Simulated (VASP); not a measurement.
# PbF2 (Fm-3m) in VASP: single point with PBE+D3(BJ)

Aim: the single point of PbF2 with PBE+D3(BJ).

Program: VASP 6.6.1. These are calculated values, not measurements. Logs are shortened: lines on timing, memory, paths and dates and some standing lists are left out, and cuts for length are marked.

## (1) The cell of the first run

The structure is cubic, space group Fm-3m (No. 225). Conventional cell: a = 5.962 Å, b = 5.962 Å, c = 5.962 Å, α = 90.00°, β = 90.00°, γ = 90.00°. Pb (site symmetry m-3m) has 8 F at 2.58 Å within 3.4 Å. Within 3.4 Å of F (site symmetry -43m) lie 4 Pb at 2.58 Å and 6 F at 2.98 Å.

## (2) Single point, PBE+D3(BJ), non-collinear spin, zero start, spin-orbit coupling

The input, POSCAR:

```
PbF2
1.0
    0.0000000000      2.9811575327      2.9811575327
    2.9811575327      0.0000000000      2.9811575327
    2.9811575327      2.9811575327      0.0000000000
Pb F
1 2
Direct
    0.0000000000      0.0000000000      0.0000000000
    0.2500000000      0.2500000000      0.2500000000
    0.7500000000      0.7500000000      0.7500000000
```

The input, INCAR.step1:

```
ALGO = Normal
EDIFF = 1E-6
ENCUT = 520
GGA = PE
GGA_COMPAT = False
ISIF = 2
ISMEAR = 0
IVDW = 12
LASPH = True
LCHARG = True
LNONCOLLINEAR = True
LORBMOM = True
LREAL = False
LSORBIT = True
LWAVE = False
MAGMOM = 0 0 0 0 0 0 0 0 0
NBANDS = 41
NELM = 150
PREC = Accurate
SIGMA = 0.02
```

The input, KPOINTS.step1:

```
k-points
0
Gamma
  8 8 8
```

The input, INCAR.step2:

```
ALGO = Normal
EDIFF = 1E-6
ENCUT = 520
GGA = PE
GGA_COMPAT = False
ICHARG = 11
ISIF = 2
ISMEAR = -5
IVDW = 12
LASPH = True
LCHARG = False
LNONCOLLINEAR = True
LORBIT = 11
LORBMOM = True
LREAL = False
LSORBIT = True
LWAVE = False
MAGMOM = 0 0 0 0 0 0 0 0 0
NBANDS = 41
NEDOS = 2001
NELM = 150
PREC = Accurate
SIGMA = 0.02
```

The input, KPOINTS.step2:

```
k-points
0
Gamma
  12 12 12
```

Potentials or basis: VASP PAW PBE potentials, release 64 (Pb_d, F).

Run with:

```bash
$ cat potpaw_PBE.64/Pb_d/POTCAR potpaw_PBE.64/F/POTCAR > POTCAR
$ cp INCAR.step1 INCAR
$ cp KPOINTS.step1 KPOINTS
$ mpirun -np 1 vasp_ncl > vasp.out
$ cp INCAR.step2 INCAR
$ cp KPOINTS.step2 KPOINTS
$ mpirun -np 1 vasp_ncl > vasp.out
```

OUTCAR:

```text
EDIFF = 1E-6
   ENCUT = 520
   GGA = PE
   ICHARG = 11
   ISIF = 2
   ISMEAR = -5
   IVDW = 12
   LASPH = True
   LNONCOLLINEAR = True
   LORBIT = 11
   LREAL = False
   LSORBIT = True
   NELM = 150
   PREC = Accurate
 IVDW          = 12

 ion  position               nearest neighbor table
   1  0.000  0.000  0.000-   3 2.58   3 2.58   3 2.58   2 2.58   3 2.58   2 2.58   2 2.58   2 2.58

   2  0.250  0.250  0.250-   1 2.58   1 2.58   1 2.58   1 2.58
   3  0.750  0.750  0.750-   1 2.58   1 2.58   1 2.58   1 2.58

  LATTYP: Found a face centered cubic cell.
 ALAT       =     5.9623150654

  Lattice vectors:

 A1 = (   0.0000000000,   2.9811575327,   2.9811575327)
 A2 = (   2.9811575327,   0.0000000000,   2.9811575327)
 A3 = (   2.9811575327,   2.9811575327,   0.0000000000)

Analysis of symmetry for initial positions (statically):
=====================================================================
 Subroutine PRICEL returns:
 Original cell was already a primitive cell.

 Routine SETGRP: Setting up the symmetry group for a
 face centered cubic supercell.

 Subroutine GETGRP returns: Found 48 space group operations
 (whereof 48 operations were pure point group operations)
 out of a pool of 48 trial point group operations.

The static configuration has the point symmetry O_h .

Analysis of symmetry for dynamics (positions and initial velocities):
=====================================================================
 Subroutine PRICEL returns:
 Original cell was already a primitive cell.

 Routine SETGRP: Setting up the symmetry group for a
 face centered cubic supercell.

 Subroutine GETGRP returns: Found 48 space group operations
 (whereof 48 operations were pure point group operations)
 out of a pool of 48 trial point group operations.

The dynamic configuration has the point symmetry O_h .

Analysis of structural, dynamic, and magnetic symmetry:
=====================================================================
 Subroutine PRICEL returns:
 Original cell was already a primitive cell.

 Routine SETGRP: Setting up the symmetry group for a
 face centered cubic supercell.

 Subroutine GETGRP returns: Found 48 space group operations
 (whereof 48 operations were pure point group operations)
 out of a pool of 48 trial point group operations.

The overall configuration has the point symmetry O_h .

 Subroutine INISYM returns: Found 48 space group operations
 (whereof 48 operations are pure point group operations),
 and found     1 'primitive' translations

----------------------------------------------------------------------------------------

                                     Primitive cell

  volume of cell :      52.9889

  direct lattice vectors                    reciprocal lattice vectors
     0.000000000  2.981157533  2.981157533    -0.167720087  0.167720087  0.167720087
     2.981157533  0.000000000  2.981157533     0.167720087 -0.167720087  0.167720087
     2.981157533  2.981157533  0.000000000     0.167720087  0.167720087 -0.167720087

  length of vectors
     4.215993414  4.215993414  4.215993414     0.290499712  0.290499712  0.290499712

  position of ions in fractional coordinates (direct lattice)
     0.000000000  0.000000000  0.000000000
     0.250000000  0.250000000  0.250000000
     0.750000000  0.750000000  0.750000000

  ion indices of the primitive-cell ions
   primitive index   ion index
                 1           1
                 2           2
                 3           3

----------------------------------------------------------------------------------------

 KPOINTS: k-points

Automatic generation of k-mesh.
 Grid dimensions read from file:
 generate k-points for:   12   12   12

 Generating k-lattice:

  Cartesian coordinates                     Fractional coordinates (reciprocal lattice)
    -0.013976674  0.013976674  0.013976674     0.083333333  0.000000000  0.000000000
     0.013976674 -0.013976674  0.013976674     0.000000000  0.083333333  0.000000000
[... 94 lines left out ...]
 maximum number of plane-waves:      2916

 number of electron      28.0000019 magnetization      -0.0000000     -0.0000000      0.0000000

 Free energy of the ion-electron system (eV)
  ---------------------------------------------------
  ext. energy  EPLUGINS =         0.00000000
  ---------------------------------------------------
  free energy    TOTEN  =       -14.62025603 eV

  energy without entropy =      -14.62025603  energy(sigma->0) =      -14.62025603

 E-fermi :   1.6624     XC(G=0):  -9.3193

 val. band max:        1.6562940967   @ k =  -0.2500   0.5000   0.2500
 cond. band min:       5.7948117478   @ k =   0.5000   0.5000   0.0000
 fundamental gap:      4.1385176511
 Fermi energy:         1.6624269428

 k-point     1 :       0.0000    0.0000    0.0000
  band No.  band energies     occupation
      1     -19.3158      1.00000
      2     -19.3158      1.00000
      3     -18.7276      1.00000
      4     -18.7276      1.00000
      5     -14.2489      1.00000
      6     -14.2489      1.00000
[... 1021 lines left out ...]
     39      16.6797      0.00000
     40      16.6797      0.00000

 [... further k-points ...]

 [bands above 40 left out]

------------------------ aborting loop because EDIFF is reached ----------------------------------------

 Edisp (eV)   -0.45253

 E8    (eV) :    -0.1950

  FORCE on cell =-STRESS in cart. coord.  units (eV):
  Direction    XX          YY          ZZ          XY          YZ          ZX
  --------------------------------------------------------------------------------------
  -------------------------------------------------------------------------------------
  Total      -0.09099    -0.09099    -0.09099     0.00000     0.00000    -0.00000
  in kB      -2.75111    -2.75111    -2.75111     0.00000     0.00000    -0.00000
  external pressure =       -2.75 kB  Pullay stress =        0.00 kB

 VOLUME and BASIS-vectors are now :
 -----------------------------------------------------------------------------
  energy-cutoff  :      520.00
  volume of cell :       52.99
      direct lattice vectors                 reciprocal lattice vectors
     0.000000000  2.981157533  2.981157533    -0.167720087  0.167720087  0.167720087
     2.981157533  0.000000000  2.981157533     0.167720087 -0.167720087  0.167720087
     2.981157533  2.981157533  0.000000000     0.167720087  0.167720087 -0.167720087

 POSITION                                       TOTAL-FORCE (eV/Angst)
 -----------------------------------------------------------------------------------
      0.00000      0.00000      0.00000         0.000000     -0.000000     -0.000000
      1.49058      1.49058      1.49058         0.000000      0.000000     -0.000000
      4.47174      4.47174      4.47174        -0.000000     -0.000000      0.000000
 -----------------------------------------------------------------------------------
    total drift:                               -0.000000     -0.000000     -0.000000

  FREE ENERGIE OF THE ION-ELECTRON SYSTEM (eV)
  ---------------------------------------------------
  free  energy   TOTEN  =       -15.0727828266 eV

  energy  without entropy=      -15.0727828266  energy(sigma->0) =      -15.07278283

 orbital moment (x)

 # of ion     p       d       tot
 ----------------------------------------
  1         0.000  -0.000  -0.000
  2        -0.000   0.000  -0.000
  3        -0.000   0.000  -0.000
 ----------------------------------------
           -0.000  -0.000  -0.000

 orbital moment (y)

 # of ion     p       d       tot
 ----------------------------------------
  1         0.000   0.000   0.000
  2        -0.000   0.000  -0.000
  3        -0.000   0.000  -0.000
 ----------------------------------------
           -0.000   0.000  -0.000

 orbital moment (z)

 # of ion     p       d       tot
 ----------------------------------------
  1         0.000   0.000   0.000
  2         0.000   0.000   0.000
  3        -0.000   0.000  -0.000
 ----------------------------------------
           -0.000   0.000  -0.000

 Spin-Orbit-Coupling matrix elements

 Ion:    1  E_soc:     -0.5584738
 l=   1
     0.0000000    -0.0278019    -0.0278019
    -0.0278019     0.0000000    -0.0278019
    -0.0278019    -0.0278019     0.0000000
 l=   2
     0.0000000    -0.0129301     0.0000000    -0.0129301    -0.0523470
    -0.0129301     0.0000000    -0.0392603    -0.0129301    -0.0130868
     0.0000000    -0.0392603     0.0000000    -0.0392603     0.0000000
    -0.0129301    -0.0129301    -0.0392603     0.0000000    -0.0130868
    -0.0523470    -0.0130868     0.0000000    -0.0130868     0.0000000
 l=   3
     0.0000000     0.0000000     0.0000000     0.0000000     0.0000000     0.0000000     0.0000000
     0.0000000     0.0000000     0.0000000     0.0000000     0.0000000     0.0000000     0.0000000
     0.0000000     0.0000000     0.0000000     0.0000000     0.0000000     0.0000000     0.0000000
     0.0000000     0.0000000     0.0000000     0.0000000     0.0000000     0.0000000     0.0000000
[... 29 lines left out ...]
 l=   2
     0.0000000     0.0000000     0.0000000     0.0000000     0.0000000
     0.0000000     0.0000000     0.0000000     0.0000000     0.0000000
     0.0000000     0.0000000     0.0000000     0.0000000     0.0000000
     0.0000000     0.0000000     0.0000000     0.0000000     0.0000000
     0.0000000     0.0000000     0.0000000     0.0000000     0.0000000
 l=   3
     0.0000000     0.0000000     0.0000000     0.0000000     0.0000000     0.0000000     0.0000000
     0.0000000     0.0000000     0.0000000     0.0000000     0.0000000     0.0000000     0.0000000
     0.0000000     0.0000000     0.0000000     0.0000000     0.0000000     0.0000000     0.0000000
     0.0000000     0.0000000     0.0000000     0.0000000     0.0000000     0.0000000     0.0000000
     0.0000000     0.0000000     0.0000000     0.0000000     0.0000000     0.0000000     0.0000000
     0.0000000     0.0000000     0.0000000     0.0000000     0.0000000     0.0000000     0.0000000
     0.0000000     0.0000000     0.0000000     0.0000000     0.0000000     0.0000000     0.0000000

 total charge

# of ion       s       p       d       tot
------------------------------------------
    1        1.551   0.288   9.867  11.706
    2        1.742   4.320   0.000   6.062
    3        1.742   4.320   0.000   6.062
--------------------------------------------------
tot          5.035   8.927   9.867  23.829

 magnetization (x)

# of ion       s       p       d       tot
------------------------------------------
    1        0.000  -0.000   0.000  -0.000
    2       -0.000   0.000   0.000  -0.000
    3       -0.000   0.000   0.000  -0.000
--------------------------------------------------
tot         -0.000  -0.000   0.000  -0.000

 magnetization (y)

# of ion       s       p       d       tot
------------------------------------------
    1        0.000   0.000   0.000   0.000
    2        0.000   0.000   0.000   0.000
    3        0.000   0.000   0.000   0.000
--------------------------------------------------
tot          0.000   0.000   0.000   0.000

 magnetization (z)

# of ion       s       p       d       tot
------------------------------------------
    1        0.000  -0.000   0.000  -0.000
    2       -0.000   0.000   0.000  -0.000
    3       -0.000   0.000   0.000  -0.000
--------------------------------------------------
tot         -0.000  -0.000   0.000  -0.000
```

Wall time 8 min (1 thread of Oxide Virtual Turin-like, shared host); peak memory 0.41 GiB.

Results:

```
Net moment                                            : 0.00 μB per cell
Valence electrons inside the program's atomic spheres : Pb 11.71; F 6.06
Dispersion energy per atom                            : -0.151 eV
```

Moments on the atoms (μB; x, y, z):
```
Pb  0.00 0.00 0.00
F   0.00 0.00 0.00
F   0.00 0.00 0.00
```
